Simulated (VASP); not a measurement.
# Ti (Fm-3m) in VASP: notebook

Ti is run at these levels: PBE; tasks: single point.

Program: VASP 6.6.1. These are calculated values, not measurements. Logs are shortened: lines on timing, memory, paths and dates and some standing lists are left out, and cuts for length are marked.

## 1. The cell of the first run

The structure is cubic, space group Fm-3m (No. 225). The conventional cell has a = 4.100 Å, b = 4.100 Å, c = 4.100 Å, α = 90.00°, β = 90.00°, γ = 90.00°. Ti (site symmetry m-3m) has 12 Ti at 2.90 Å within 3.8 Å.

## 2. Single point, PBE (volume scaled by 1.03)

Contents of INCAR:

```
PREC     = Accurate       # precision mode
ENCUT    = 520            # plane-wave cutoff, eV
EDIFF    = 1E-6           # SCF threshold, eV
ISMEAR   = -1             # smearing method
SIGMA    = 0.05           # smearing width, eV
LREAL    = F              # projectors in reciprocal space
LASPH    = T              # aspherical terms in the spheres
NELM     = 100            # most SCF steps
ALGO     = Normal         # electronic algorithm
ISIF     = 2              # what is computed and relaxed
LWAVE    = F              # write WAVECAR
LCHARG   = F              # write CHGCAR
GGA      = PE             # functional
NBANDS   = 12             # bands
```

Contents of KPOINTS:

```
Automatic mesh
0
Gamma
  15 15 15
```

Contents of POSCAR:

```
Ti
1.0
    0.0000000000      2.0501003171      2.0501003171
    2.0501003171      0.0000000000      2.0501003171
    2.0501003171      2.0501003171      0.0000000000
Ti
1
Direct
    0.0000000000      0.0000000000      0.0000000000
```

Potentials or basis: VASP PAW PBE potentials, release 64 (Ti_sv).

The run is started by

```console
cat potpaw_PBE.64/Ti_sv/POTCAR > POTCAR
mpirun -np 1 vasp_std > vasp.out
```

OUTCAR:

```text
PREC = Accurate
   ENCUT = 520
   EDIFF = 1E-6
   ISMEAR = -1
   LREAL = F
   LASPH = T
   NELM = 100
   ISIF = 2
   GGA = PE

 ion  position               nearest neighbor table
   1  0.000  0.000  0.000-

  LATTYP: Found a face centered cubic cell.
 ALAT       =     4.1002006342

  Lattice vectors:

 A1 = (   0.0000000000,   2.0501003171,   2.0501003171)
 A2 = (   2.0501003171,   0.0000000000,   2.0501003171)
 A3 = (   2.0501003171,   2.0501003171,   0.0000000000)

Analysis of symmetry for initial positions (statically):
=====================================================================
 Subroutine PRICEL returns:
 Original cell was already a primitive cell.

 Routine SETGRP: Setting up the symmetry group for a
 face centered cubic supercell.

 Subroutine GETGRP returns: Found 48 space group operations
 (whereof 48 operations were pure point group operations)
 out of a pool of 48 trial point group operations.

The static configuration has the point symmetry O_h .

Analysis of symmetry for dynamics (positions and initial velocities):
=====================================================================
 Subroutine PRICEL returns:
 Original cell was already a primitive cell.

 Routine SETGRP: Setting up the symmetry group for a
 face centered cubic supercell.

 Subroutine GETGRP returns: Found 48 space group operations
 (whereof 48 operations were pure point group operations)
 out of a pool of 48 trial point group operations.

The dynamic configuration has the point symmetry O_h .

 Subroutine INISYM returns: Found 48 space group operations
 (whereof 48 operations are pure point group operations),
 and found     1 'primitive' translations

----------------------------------------------------------------------------------------

                                     Primitive cell

  volume of cell :      17.2328

  direct lattice vectors                    reciprocal lattice vectors
     0.000000000  2.050100317  2.050100317    -0.243890504  0.243890504  0.243890504
     2.050100317  0.000000000  2.050100317     0.243890504 -0.243890504  0.243890504
     2.050100317  2.050100317  0.000000000     0.243890504  0.243890504 -0.243890504

  length of vectors
     2.899279673  2.899279673  2.899279673     0.422430745  0.422430745  0.422430745

  position of ions in fractional coordinates (direct lattice)
     0.000000000  0.000000000  0.000000000

  ion indices of the primitive-cell ions
   primitive index   ion index
                 1           1

----------------------------------------------------------------------------------------

 KPOINTS: Automatic mesh

Automatic generation of k-mesh.
 Grid dimensions read from file:
 generate k-points for:   15   15   15

 Generating k-lattice:

  Cartesian coordinates                     Fractional coordinates (reciprocal lattice)
    -0.016259367  0.016259367  0.016259367     0.066666667  0.000000000  0.000000000
     0.016259367 -0.016259367  0.016259367     0.000000000  0.066666667  0.000000000
     0.016259367  0.016259367 -0.016259367     0.000000000  0.000000000  0.066666667

  Length of vectors
     0.028162050  0.028162050  0.028162050

  Shift w.r.t. Gamma in fractional coordinates (k-lattice)
     0.000000000  0.000000000  0.000000000

 Subroutine IBZKPT returns following result:
 ===========================================

 Found    120 irreducible k-points:

 Following reciprocal coordinates:
            Coordinates               Weight
  0.000000  0.000000  0.000000      1.000000
  0.066667  0.000000  0.000000      8.000000
  0.133333  0.000000  0.000000      8.000000
  0.200000  0.000000  0.000000      8.000000
  0.266667  0.000000  0.000000      8.000000
  0.333333  0.000000  0.000000      8.000000
[... 16 lines left out ...]
  0.133333  0.133333  0.000000      6.000000
  0.200000  0.133333  0.000000     24.000000
 [... further k-points ...]
   k-points           NKPTS =    120   k-points in BZ     NKDIM =    120   number of bands    NBANDS=     12
   number of dos      NEDOS =    301   number of ions     NIONS =      1
   total plane-waves  NPLWV =  13824
   dimension x,y,z NGX =    24 NGY =   24 NGZ =   24
   dimension x,y,z NGXF=    48 NGYF=   48 NGZF=   48
   ions per type =               1
   NGX,Y,Z   is equivalent  to a cutoff of  13.76, 13.76, 13.76 a.u.
   NGXF,Y,Z  is equivalent  to a cutoff of  27.52, 27.52, 27.52 a.u.
 SYSTEM =  unknown system
   PREC   = accura    normal or accurate (medium, high low for compatibility)
   ISTART =      0    job   : 0-new  1-cont  2-samecut
   ICHARG =      2    charge: 1-file 2-atom 10-const
   ISPIN  =      1    spin polarized calculation?
   LNONCOLLINEAR =      F non collinear calculations
   LSORBIT =      F    spin-orbit coupling
   LASPH  =      T    aspherical Exc in radial PAW
   ENCUT  =  520.0 eV  38.22 Ry    6.18 a.u.   5.39  5.39  5.39*2*pi/ulx,y,z
   NELM   =    100;   NELMIN=  2; NELMDL= -5     # of ELM steps
   EDIFF  = 0.1E-05   stopping-criterion for ELM
   LREAL  =      F    real-space projection
   EDIFFG = 0.1E-04   stopping-criterion for IOM
   NSW    =      0    number of steps for IOM
   IBRION =     -1    ionic relax: 0-MD 1-quasi-New 2-CG
   NFREE  =      0    steps in history (QN), initial steepest desc. (CG)
   ISIF   =      2    stress and relaxation
   ISYM   =      2    0-nonsym 1-usesym 2-fastsym
   POTIM  = 0.5000    time-step for ionic-motion
   TEBEG  =    0.0;   TEEND  =   0.0 temperature during run
   PSTRESS=    0.0 pullay stress
   NELECT =      12.0000    total number of electrons
   NUPDOWN=      -1.0000    fix difference up-down
   EMIN   =  10.00;   EMAX   =-10.00  energy-range for DOS
   EFERMI =   0.00;   METHOD = LEGACY
   ISMEAR =    -1;   SIGMA  =   0.05  broadening in eV -4-tet -1-fermi 0-gaus
   EFERMI_NEDOS =   21; number of points for ismear=-14 and -15
   IALGO  =     38    algorithm
   IMIX   =      4    mixing-type and parameters
     AMIX     =   0.40;   BMIX     =  1.00
     AMIX_MAG =   1.60;   BMIX_MAG =  1.00
  volume/ion in A,a.u.               =      17.23       116.29
  Fermi-wavevector in a.u.,A,eV,Ry     =   1.451054  2.742094 28.647838  2.105557
  Thomas-Fermi vector in A             =   2.568595
   LORBIT       =      0    0 simple, 1 ext, 2 COOP (PROOUT), +10 PAW based schemes
   GGA     = PE    functional components
   LHFCALC =     F    Hartree Fock is set to
   AEXX    =    0.0000 exact exchange contribution
   IVDW    =     0    specifies the selected vdW correction
   LEPSILON=     F    determine dielectric tensor
   LRPA    =     F    only Hartree local field effects (RPA)
 non-spin polarized calculation
  energy-cutoff  :      520.00
  volume of cell :       17.23
 maximum number of plane-waves:       483
 NGX is ok and might be reduce to    24
   NGX = 11   NGY = 11   NGZ = 11

 number of electron      12.0000003 magnetization

 Free energy of the ion-electron system (eV)
  ---------------------------------------------------
  ext. energy  EPLUGINS =         0.00000000
  ---------------------------------------------------
  free energy    TOTEN  =        -7.78500846 eV

  energy without entropy =       -7.77114970  energy(sigma->0) =       -7.77807908

 E-fermi :   8.3037     XC(G=0): -11.5362

 val. band max:        8.3010445823   @ k =   0.3333   0.0000   0.0000
 cond. band min:       8.3066981829   @ k =   0.4000   0.0667   0.0000
 fundamental gap:      0.0056536006
 Fermi energy:         8.3036792212

 k-point     1 :       0.0000    0.0000    0.0000
  band No.  band energies     occupation
      1     -48.3982      2.00000
      2     -24.2482      2.00000
      3     -24.2482      2.00000
      4     -24.2482      2.00000
      5       2.1883      2.00000
      6       9.1803      0.00000
      7       9.1803      0.00000
      8       9.1803      0.00000
      9      10.8281      0.00000
     10      10.8281      0.00000
     11      23.5927      0.00000
     12      28.1084      0.00000

 k-point     2 :       0.0667    0.0000    0.0000
  band No.  band energies     occupation
      1     -48.3928      2.00000
      2     -24.2790      2.00000
      3     -24.2521      2.00000
      4     -24.2521      2.00000
      5       2.3332      2.00000
      6       9.0907      0.00000
      7       9.2325      0.00000
      8       9.2325      0.00000
      9      10.7944      0.00000
     10      10.7944      0.00000
     11      23.7099      0.00000
     12      26.9902      0.00000

 k-point     3 :       0.1333    0.0000    0.0000
  band No.  band energies     occupation
      1     -48.3776      2.00000
      2     -24.3651      2.00000
      3     -24.2629      2.00000
      4     -24.2629      2.00000
      5       2.7536      2.00000
      6       8.8565      0.00003
      7       9.3580      0.00000
      8       9.3580      0.00000
      9      10.7312      0.00000
     10      10.7312      0.00000
     11      23.8037      0.00000
     12      25.2600      0.00000

 k-point     4 :       0.2000    0.0000    0.0000
  band No.  band energies     occupation
      1     -48.3551      2.00000
      2     -24.4905      2.00000
      3     -24.2788      2.00000
      4     -24.2788      2.00000
      5       3.4030      2.00000
      6       8.5651      0.01067
      7       9.4545      0.00000
      8       9.4545      0.00000
      9      10.7545      0.00000
     10      10.7545      0.00000
     11      22.6582      0.00000
     12      24.5868      0.00000

 k-point     5 :       0.2667    0.0000    0.0000
  band No.  band energies     occupation
      1     -48.3291      2.00000
      2     -24.6325      2.00000
      3     -24.2970      2.00000
      4     -24.2970      2.00000
      5       4.1885      2.00000
      6       8.3338      0.70793
      7       9.4172      0.00000
      8       9.4172      0.00000
      9      10.9731      0.00000
     10      10.9731      0.00000
     11      20.8467      0.00000
     12      24.2339      0.00000
[... 228 lines left out ...]
      1     -48.3665      2.00000
      2     -24.4152      2.00000
      3     -24.2912      2.00000
      4     -24.2623      2.00000
      5       3.0681      2.00000
      6       8.6842      0.00099
      7       9.4240      0.00000
      8       9.4646      0.00000
      9      10.5090      0.00000
     10      10.9030      0.00000
     11      23.7005      0.00000
     12      24.6621      0.00000

 k-point    22 :      -0.0667    0.0667    0.0000
  band No.  band energies     occupation
      1     -48.3842      2.00000
      2     -24.3216      2.00000
      3     -24.2696      2.00000
      4     -24.2533      2.00000
      5       2.5699      2.00000
      6       8.9421      0.00001
      7       9.3112      0.00000
      8       9.3246      0.00000
      9      10.6532      0.00000
     10      10.8423      0.00000
     11      23.8572      0.00000
     12      26.0113      0.00000

 k-point    23 :       0.1333    0.1333    0.0000
  band No.  band energies     occupation
      1     -48.3708      2.00000
      2     -24.3620      2.00000
      3     -24.2884      2.00000
      4     -24.2884      2.00000
      5       2.9371      2.00000
      6       8.6476      0.00206
      7       9.5202      0.00000
      8       9.5202      0.00000
      9      10.3091      0.00000
     10      10.9936      0.00000
     11      24.1954      0.00000
     12      25.8719      0.00000

 k-point    24 :       0.2000    0.1333    0.0000
  band No.  band energies     occupation
      1     -48.3540      2.00000
      2     -24.4435      2.00000
      3     -24.3087      2.00000
      4     -24.3033      2.00000
      5       3.4142      2.00000
      6       8.3887      0.30901
      7       9.6221      0.00000
      8       9.6881      0.00000
      9      10.1772      0.00000
     10      11.0792      0.00000
     11      24.0419      0.00000
     12      24.7940      0.00000

 [... further k-points ...]
[... 5 lines left out ...]
  --------------------------------------------------------------------------------------
  -------------------------------------------------------------------------------------
  Total        0.0786235      0.0786235      0.0786235      0.0000000      0.0000000      0.0000000
  in kB        7.3098390      7.3098390      7.3098390      0.0000000      0.0000000      0.0000000
  external PRESSURE =       7.3098390 kB  Pullay stress =       0.0000000 kB

 VOLUME and BASIS-vectors are now :
 -----------------------------------------------------------------------------
  energy-cutoff  :      520.00
  volume of cell :       17.23
      direct lattice vectors                 reciprocal lattice vectors
     0.000000000  2.050100317  2.050100317    -0.243890504  0.243890504  0.243890504
     2.050100317  0.000000000  2.050100317     0.243890504 -0.243890504  0.243890504
     2.050100317  2.050100317  0.000000000     0.243890504  0.243890504 -0.243890504

 POSITION                                       TOTAL-FORCE (eV/Angst)
 -----------------------------------------------------------------------------------
      0.00000      0.00000      0.00000        -0.000000      0.000000      0.000000
 -----------------------------------------------------------------------------------
    total drift:                                0.000000      0.000000     -0.000000

  FREE ENERGIE OF THE ION-ELECTRON SYSTEM (eV)
  ---------------------------------------------------
  free  energy   TOTEN  =        -7.7850084559 eV

  energy  without entropy=       -7.7711496956  energy(sigma->0) =       -7.77807908
```

Run time: 11 s. Hardware: 1 thread of Intel Xeon 6975P-C, shared host; peak memory 0.15 GiB.

Results:

```yaml
Free_energy: -7.7850 eV
Pressure: 0.7 GPa
Band_gap_on_the_k_mesh: zero (band 6 reaches 9.18 eV, above the bottom of band 7 at 8.03 eV)
```

(Continued in part 2 of 2.)
